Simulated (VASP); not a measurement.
# K (P6/mmm) in VASP: notebook

K is run at these levels: BLYP; tasks: single point, relaxation of cell and atoms.

Program: VASP 6.6.1. These are calculated values, not measurements. Logs are shortened: lines on timing, memory, paths and dates and some standing lists are left out, and cuts for length are marked.

### Step 1. The cell of the first run

It takes space group P6/mmm (No. 191, hexagonal). Conventional cell: a = 7.919 Å, b = 7.919 Å, c = 4.738 Å, α = 90.00°, β = 90.00°, γ = 120.00°.

This isn't the form of K at room conditions, which is bcc.

### Step 2. Single point, BLYP (85.77 Å³/atom)

INCAR

```
SYSTEM = K
PREC = Accurate ; ENCUT = 520
EDIFF = 1E-6 ; ISMEAR = -1
SIGMA = 0.1 ; LREAL = .FALSE.
LASPH = .TRUE. ; NELM = 60
ALGO = Normal ; ISIF = 2
LWAVE = .FALSE. ; LCHARG = .FALSE.
GGA = B5 ; ALDAX = 1.0
AGGAX = 1.0 ; AGGAC = 1.0
ALDAC = 0.0 ; NBANDS = 20
```

KPOINTS

```
Automatic mesh
0
G
  6 6 8
  0 0 0
```

POSCAR

```
K
1.0
    7.9187299662      0.0000000000      0.0000000000
   -3.9593649831      6.8578213165      0.0000000000
    0.0000000000      0.0000000000      4.7384057125
K
3
Direct
    0.0000000000      0.0000000000      1.0000000000
    0.3333333333      0.6666666667      0.5000000000
    0.6666666667      0.3333333333      0.5000000000
```

Potentials or basis: VASP PAW PBE potentials, release 64 (K_sv).

Launch:

```
> cat potpaw_PBE.64/K_sv/POTCAR > POTCAR
> mpirun -np 1 vasp_std > vasp.out
```

OUTCAR:

```text
SYSTEM = K
   PREC = Accurate
   ENCUT = 520
   EDIFF = 1E-6
   ISMEAR = -1
   LREAL = .FALSE.
   LASPH = .TRUE.
   NELM = 60
   ISIF = 2
   GGA = B5

 ion  position               nearest neighbor table
   1  0.000  0.000  0.000-
   2  0.333  0.667  0.500-
   3  0.667  0.333  0.500-

  LATTYP: Found a hexagonal cell.
 ALAT       =     7.9187299662
 C/A-ratio  =     0.5983795044

  Lattice vectors:

 A1 = (   7.9187299662,   0.0000000000,   0.0000000000)
 A2 = (  -3.9593649831,   6.8578213165,   0.0000000000)
 A3 = (   0.0000000000,   0.0000000000,   4.7384057125)

Analysis of symmetry for initial positions (statically):
=====================================================================
 Subroutine PRICEL returns:
 Original cell was already a primitive cell.

 Routine SETGRP: Setting up the symmetry group for a
 hexagonal supercell.

 Subroutine GETGRP returns: Found 24 space group operations
 (whereof 24 operations were pure point group operations)
 out of a pool of 24 trial point group operations.

The static configuration has the point symmetry D_6h.

Analysis of symmetry for dynamics (positions and initial velocities):
=====================================================================
 Subroutine PRICEL returns:
 Original cell was already a primitive cell.

 Routine SETGRP: Setting up the symmetry group for a
 hexagonal supercell.

 Subroutine GETGRP returns: Found 24 space group operations
 (whereof 24 operations were pure point group operations)
 out of a pool of 24 trial point group operations.

The dynamic configuration has the point symmetry D_6h.

 Subroutine INISYM returns: Found 24 space group operations
 (whereof 24 operations are pure point group operations),
 and found     1 'primitive' translations

----------------------------------------------------------------------------------------

                                     Primitive cell

  volume of cell :     257.3202

  direct lattice vectors                    reciprocal lattice vectors
     7.918729966  0.000000000  0.000000000     0.126282877  0.072909453  0.000000000
    -3.959364983  6.857821316  0.000000000     0.000000000  0.145818906  0.000000000
     0.000000000  0.000000000  4.738405712     0.000000000  0.000000000  0.211041447

  length of vectors
     7.918729966  7.918729966  4.738405712     0.145818906  0.145818906  0.211041447

  position of ions in fractional coordinates (direct lattice)
     0.000000000  0.000000000  0.000000000
     0.333333333  0.666666667  0.500000000
     0.666666667  0.333333333  0.500000000

  ion indices of the primitive-cell ions
   primitive index   ion index
                 1           1
                 2           2
                 3           3

----------------------------------------------------------------------------------------

 KPOINTS: Automatic mesh

Automatic generation of k-mesh.
 Grid dimensions read from file:
 generate k-points for:    6    6    8

 Generating k-lattice:

  Cartesian coordinates                     Fractional coordinates (reciprocal lattice)
     0.021047146  0.012151575  0.000000000     0.166666667  0.000000000  0.000000000
     0.000000000  0.024303151  0.000000000     0.000000000  0.166666667  0.000000000
     0.000000000  0.000000000  0.026380181     0.000000000  0.000000000  0.125000000

  Length of vectors
     0.024303151  0.024303151  0.026380181

  Shift w.r.t. Gamma in fractional coordinates (k-lattice)
     0.000000000  0.000000000  0.000000000

 Subroutine IBZKPT returns following result:
 ===========================================

 Found     35 irreducible k-points:

 Following reciprocal coordinates:
            Coordinates               Weight
  0.000000  0.000000  0.000000      1.000000
  0.166667 -0.000000  0.000000      6.000000
  0.333333 -0.000000  0.000000      6.000000
  0.500000 -0.000000  0.000000      3.000000
  0.166667  0.166667  0.000000      6.000000
  0.333333  0.166667  0.000000     12.000000
[... 16 lines left out ...]
  0.166667 -0.000000  0.375000     12.000000
  0.333333 -0.000000  0.375000     12.000000
 [... further k-points ...]
   k-points           NKPTS =     35   k-points in BZ     NKDIM =     35   number of bands    NBANDS=     20
   number of dos      NEDOS =    301   number of ions     NIONS =      3
   total plane-waves  NPLWV = 129600
   dimension x,y,z NGX =    60 NGY =   60 NGZ =   36
   dimension x,y,z NGXF=   120 NGYF=  120 NGZF=   72
   ions per type =               3
   NGX,Y,Z   is equivalent  to a cutoff of  12.60, 12.60, 12.63 a.u.
   NGXF,Y,Z  is equivalent  to a cutoff of  25.19, 25.19, 25.26 a.u.
 SYSTEM =  K
   PREC   = accura    normal or accurate (medium, high low for compatibility)
   ISTART =      0    job   : 0-new  1-cont  2-samecut
   ICHARG =      2    charge: 1-file 2-atom 10-const
   ISPIN  =      1    spin polarized calculation?
   LNONCOLLINEAR =      F non collinear calculations
   LSORBIT =      F    spin-orbit coupling
   LASPH  =      T    aspherical Exc in radial PAW
   ENCUT  =  520.0 eV  38.22 Ry    6.18 a.u.  14.72 14.72  8.81*2*pi/ulx,y,z
   NELM   =     60;   NELMIN=  2; NELMDL= -5     # of ELM steps
   EDIFF  = 0.1E-05   stopping-criterion for ELM
   LREAL  =      F    real-space projection
   EDIFFG = 0.1E-04   stopping-criterion for IOM
   NSW    =      0    number of steps for IOM
   IBRION =     -1    ionic relax: 0-MD 1-quasi-New 2-CG
   NFREE  =      0    steps in history (QN), initial steepest desc. (CG)
   ISIF   =      2    stress and relaxation
   ISYM   =      2    0-nonsym 1-usesym 2-fastsym
   POTIM  = 0.5000    time-step for ionic-motion
   TEBEG  =    0.0;   TEEND  =   0.0 temperature during run
   PSTRESS=    0.0 pullay stress
   NELECT =      27.0000    total number of electrons
   NUPDOWN=      -1.0000    fix difference up-down
   EMIN   =  10.00;   EMAX   =-10.00  energy-range for DOS
   EFERMI =   0.00;   METHOD = LEGACY
   ISMEAR =    -1;   SIGMA  =   0.10  broadening in eV -4-tet -1-fermi 0-gaus
   EFERMI_NEDOS =   21; number of points for ismear=-14 and -15
   IALGO  =     38    algorithm
   IMIX   =      4    mixing-type and parameters
     AMIX     =   0.40;   BMIX     =  1.00
     AMIX_MAG =   1.60;   BMIX_MAG =  1.00
  volume/ion in A,a.u.               =      85.77       578.83
  Fermi-wavevector in a.u.,A,eV,Ry     =   0.772156  1.459162  8.112122  0.596224
  Thomas-Fermi vector in A             =   1.873727
   LORBIT       =      0    0 simple, 1 ext, 2 COOP (PROOUT), +10 PAW based schemes
   GGA     = B5    functional components
   LHFCALC =     F    Hartree Fock is set to
   AEXX    =    0.0000 exact exchange contribution
   IVDW    =     0    specifies the selected vdW correction
   LEPSILON=     F    determine dielectric tensor
   LRPA    =     F    only Hartree local field effects (RPA)
 non-spin polarized calculation
  energy-cutoff  :      520.00
  volume of cell :      257.32
 maximum number of plane-waves:      6960
 NGX is ok and might be reduce to    60
   NGX = 29   NGY = 29   NGZ = 17

 number of electron      27.0000000 magnetization

 Free energy of the ion-electron system (eV)
  ---------------------------------------------------
  ext. energy  EPLUGINS =         0.00000000
  ---------------------------------------------------
  free energy    TOTEN  =        -2.10284652 eV

  energy without entropy =       -2.01865957  energy(sigma->0) =       -2.06075305

 E-fermi :  -0.0062     XC(G=0):  -4.9013

 val. band max:       -0.0135741332   @ k =   0.1667   0.1667   0.0000
 cond. band min:      -0.0043310539   @ k =   0.1667   0.1667   0.0000
 fundamental gap:      0.0092430793
 Fermi energy:        -0.0062288276

 k-point     1 :       0.0000    0.0000    0.0000
  band No.  band energies     occupation
      1     -32.3743      2.00000
      2     -32.3715      2.00000
      3     -32.3542      2.00000
      4     -15.9495      2.00000
      5     -15.9495      2.00000
      6     -15.9257      2.00000
[... 12 lines left out ...]
     19       1.3156      0.00000
     20       3.2548      0.00000

 k-point     2 :       0.1667   -0.0000    0.0000
  band No.  band energies     occupation
      1     -32.3742      2.00000
      2     -32.3717      2.00000
      3     -32.3542      2.00000
      4     -15.9510      2.00000
      5     -15.9487      2.00000
      6     -15.9249      2.00000
[... 12 lines left out ...]
     19       2.0697      0.00000
     20       3.3377      0.00000

 k-point     3 :       0.3333   -0.0000    0.0000
  band No.  band energies     occupation
      1     -32.3737      2.00000
      2     -32.3721      2.00000
      3     -32.3542      2.00000
      4     -15.9535      2.00000
      5     -15.9453      2.00000
      6     -15.9238      2.00000
[... 12 lines left out ...]
     19       2.7385      0.00000
     20       3.2529      0.00000

 k-point     4 :       0.5000   -0.0000    0.0000
  band No.  band energies     occupation
      1     -32.3734      2.00000
      2     -32.3725      2.00000
      3     -32.3542      2.00000
      4     -15.9546      2.00000
      5     -15.9415      2.00000
      6     -15.9281      2.00000
[... 12 lines left out ...]
     19       2.8192      0.00000
     20       2.9910      0.00000

 k-point     5 :       0.1667    0.1667    0.0000
  band No.  band energies     occupation
      1     -32.3739      2.00000
      2     -32.3720      2.00000
      3     -32.3542      2.00000
      4     -15.9524      2.00000
      5     -15.9470      2.00000
      6     -15.9241      2.00000
[... 12 lines left out ...]
     19       2.5594      0.00000
     20       3.2922      0.00000
[... 353 lines left out ...]
      6     -15.9386      2.00000
[... 12 lines left out ...]
     19       2.4923      0.00000
     20       2.4926      0.00000

 k-point    22 :       0.0000    0.0000    0.3750
  band No.  band energies     occupation
      1     -32.3734      2.00000
      2     -32.3706      2.00000
      3     -32.3533      2.00000
      4     -15.9523      2.00000
      5     -15.9467      2.00000
      6     -15.9466      2.00000
[... 12 lines left out ...]
     19       2.5778      0.00000
     20       2.6859      0.00000

 k-point    23 :       0.1667   -0.0000    0.3750
  band No.  band energies     occupation
      1     -32.3732      2.00000
      2     -32.3707      2.00000
      3     -32.3533      2.00000
      4     -15.9522      2.00000
      5     -15.9474      2.00000
      6     -15.9455      2.00000
[... 12 lines left out ...]
     19       2.4721      0.00000
     20       2.7809      0.00000

 k-point    24 :       0.3333   -0.0000    0.3750
  band No.  band energies     occupation
      1     -32.3728      2.00000
      2     -32.3712      2.00000
      3     -32.3533      2.00000
      4     -15.9517      2.00000
      5     -15.9487      2.00000
      6     -15.9466      2.00000
[... 12 lines left out ...]
     19       2.1785      0.00000
     20       2.8131      0.00000

 [... further k-points ...]

------------------------ aborting loop because EDIFF is reached ----------------------------------------

  FORCE on cell =-STRESS in cart. coord.  units (eV):
  Direction    XX          YY          ZZ          XY          YZ          ZX
  --------------------------------------------------------------------------------------
  -------------------------------------------------------------------------------------
  Total       -0.4524894     -0.4524894     -0.4025865      0.0000000     -0.0000000      0.0000000
  in kB       -2.8173778     -2.8173778     -2.5066623      0.0000000     -0.0000000      0.0000000
  external PRESSURE =      -2.7138059 kB  Pullay stress =       0.0000000 kB

 VOLUME and BASIS-vectors are now :
 -----------------------------------------------------------------------------
  energy-cutoff  :      520.00
  volume of cell :      257.32
      direct lattice vectors                 reciprocal lattice vectors
     7.918729966  0.000000000  0.000000000     0.126282877  0.072909453  0.000000000
    -3.959364983  6.857821316  0.000000000     0.000000000  0.145818906  0.000000000
     0.000000000  0.000000000  4.738405712     0.000000000  0.000000000  0.211041447

 POSITION                                       TOTAL-FORCE (eV/Angst)
 -----------------------------------------------------------------------------------
      0.00000      0.00000      0.00000         0.000000      0.000000      0.000000
     -0.00000      4.57188      2.36920         0.000000      0.000000     -0.000000
      3.95936      2.28594      2.36920        -0.000000      0.000000      0.000000
 -----------------------------------------------------------------------------------
    total drift:                                0.000000     -0.000000      0.000000

  FREE ENERGIE OF THE ION-ELECTRON SYSTEM (eV)
  ---------------------------------------------------
  free  energy   TOTEN  =        -2.1028465199 eV

  energy  without entropy=       -2.0186595711  energy(sigma->0) =       -2.06075305
```

Wall time 2.2 min (1 thread of Intel Xeon 6975P-C (Granite Rapids), shared host); peak memory 0.39 GiB.

Results:

```yaml
Free_energy: -2.1028 eV
Pressure: -0.3 GPa
Band_gap_on_the_k_mesh: zero (an odd number of electrons rules out a gap without spin polarisation)
```

Caveat: the PAW data sets were made with another functional, which shifts forces and pressure a little.

### Step 3. Single point, BLYP

This run uses another cell than the first one, of 76.58 Å³/atom.

INCAR

```
SYSTEM = K
AGGAC = 1.0 ; AGGAX = 1.0
ALDAC = 0.0 ; ALDAX = 1.0
ALGO = Normal ; EDIFF = 1E-6
ENCUT = 520 ; GGA = B5
ISIF = 2 ; ISMEAR = -1
LASPH = .TRUE. ; LCHARG = .FALSE.
LREAL = .FALSE. ; LWAVE = .FALSE.
NBANDS = 20 ; NELM = 60
PREC = Accurate ; SIGMA = 0.1
```

KPOINTS

```
k-points
0
G
  7 7 9
  0 0 0
```

POSCAR

```
K
1.0
    7.6251699192      0.0000000000      0.0000000000
   -3.8125849596      6.6035908582      0.0000000000
    0.0000000000      0.0000000000      4.5627453971
K
3
Direct
    0.0000000000      0.0000000000      1.0000000000
    0.3333333333      0.6666666667      0.5000000000
    0.6666666667      0.3333333333      0.5000000000
```

Potentials or basis: VASP PAW PBE potentials, release 64 (K_sv).

Launch:

```
> cat potpaw_PBE.64/K_sv/POTCAR > POTCAR
> mpirun -np 1 vasp_std > vasp.out
```

Wall time 3 min (1 thread of Intel Xeon 6975P-C (Granite Rapids), shared host); peak memory 0.38 GiB.

It converged, with:

```yaml
Free_energy: -2.1299 eV
Pressure: 0.0 GPa
Band_gap_on_the_k_mesh: zero (an odd number of electrons rules out a gap without spin polarisation)
```

Levels at points of the mesh, in eV from the Fermi level:
```tsv
k point	band 11	band 12	band 13	band 14	band 15	band 16
(0.00, 0.00, 0.00)	-15.82	-15.80	-2.12	1.18	1.18	1.19
```

Caveat: the PAW data sets were made with another functional, which shifts forces and pressure a little.

### Step 4. Relaxation of cell and atoms, BLYP

This run uses another cell than the first one, of 71.32 Å³/atom.

INCAR

```
AGGAC    = 1.0          
AGGAX    = 1.0          
ALDAC    = 0.0          
ALDAX    = 1.0          
ALGO     = Normal         # electronic algorithm
EDIFF    = 1E-7           # SCF threshold, eV
EDIFFG   = -0.01          # ionic threshold
ENCUT    = 600            # plane-wave cutoff, eV
GGA      = B5             # functional
IBRION   = 2              # ionic algorithm
ISIF     = 3              # what is computed and relaxed
ISMEAR   = -1             # smearing method
LASPH    = True           # aspherical terms in the spheres
LCHARG   = False          # write CHGCAR
LREAL    = False          # projectors in reciprocal space
LWAVE    = False          # write WAVECAR
NELM     = 60             # most SCF steps
NSW      = 80             # ionic steps
PREC     = Accurate       # precision mode
SIGMA    = 0.1            # smearing width, eV
```

KPOINTS

```
k-points
0
Gamma
  5 5 7
```

POSCAR

```
K
1.0
    7.3867433931      0.0000000000      0.0000000000
   -3.6933716966      6.3971074297      0.0000000000
    0.0000000000      0.0000000000      4.5280737000
K
3
Direct
    0.0000000000      0.0000000000      0.0000000000
    0.3333333333      0.6666666667      0.5000000000
    0.6666666667      0.3333333333      0.5000000000
```

Launch:

```
> cat potpaw_PBE.64/K_sv/POTCAR > POTCAR
> mpirun -np 1 vasp_std > vasp.out
```

Run time: 12 min. Hardware: 1 thread of Intel Xeon 6975P-C (Granite Rapids), shared host; peak memory 0.36 GiB.

It converged, with:

| Property | Result |
| --- | --- |
| Free energy | -2.1324 eV |
| Relaxed volume | 76.48 Å³/atom |
| Relaxed cell | a = 7.623 Å, b = 7.623 Å, c = 4.560 Å, α = 90.00°, β = 90.00°, γ = 120.00° |
| Space group after relaxing (to 0.1 Å) | P6/mmm (No. 191) |
| Energy gained by relaxing | 4.6 meV/atom |
| Ionic steps | 8 |
| Pressure after relaxing | 0.0 GPa |
| Band gap on the k mesh | zero (an odd number of electrons rules out a gap without spin polarisation) |

Step by step:
| step | energy change (eV) | largest force (eV/Å) | pressure (GPa) | volume (Å³) |
| --- | --- | --- | --- | --- |
| 1 | 0.0000 | 0.0000 | 0.25 | 213.97 |
| 2 | -0.0055 | 0.0000 | 0.19 | 217.45 |
| 3 | -0.0117 | 0.0000 | 0.09 | 223.66 |
| 4 | -0.0122 | 0.0000 | -0.08 | 236.40 |
| 5 | -0.0138 | 0.0000 | -0.01 | 230.34 |
| 6 | -0.0138 | 0.0000 | -0.01 | 230.01 |
| 7 | -0.0139 | 0.0000 | 0.00 | 229.86 |
| 8 | -0.0139 | 0.0000 | 0.00 | 229.44 |

Final structure:
```
K
1.0
     7.62269    0.00000    0.00000
    -3.81134    6.60144    0.00000
     0.00000    0.00000    4.55951
K
3
Direct
  0.00000 0.00000 0.00000
  0.33333 0.66667 0.50000
  0.66667 0.33333 0.50000
```

Levels at points of the mesh, in eV from the Fermi level:
```tsv
k point	band 11	band 12	band 13	band 14	band 15	band 16
(0.00, 0.00, 0.00)	-15.80	-15.78	-2.10	1.20	1.20	1.21
```

Caveat: the PAW data sets were made with another functional, which shifts forces and pressure a little.

### Step 5. The runs side by side

```csv
task,cell,k mesh,cutoff (eV),gap on the mesh (eV),pressure (GPa)
single point,"a = 7.919, b = 7.919, c = 4.738 Å, angles 90.0, 90.0, 120.0°, 3 atoms",6 × 6 × 8,520,none,-0.3
single point,"a = 7.625, b = 7.625, c = 4.563 Å, angles 90.0, 90.0, 120.0°, 3 atoms",7 × 7 × 9,520,none,0.0
relaxation of cell and atoms,"relaxed from a = 7.387, b = 7.387, c = 4.528 Å, angles 90.0, 90.0, 120.0°, 3 atoms",5 × 5 × 7,600,none,0.0
```

Alike in all rows: level BLYP; potentials or basis VASP PAW PBE potentials, release 64 (K_sv); no spin polarisation; smearing fermi-dirac 0.1 eV.

Caveats: the PAW data sets were made with another functional, which shifts forces and pressure a little.

Absolute energies hang on the potentials; compare differences alone.
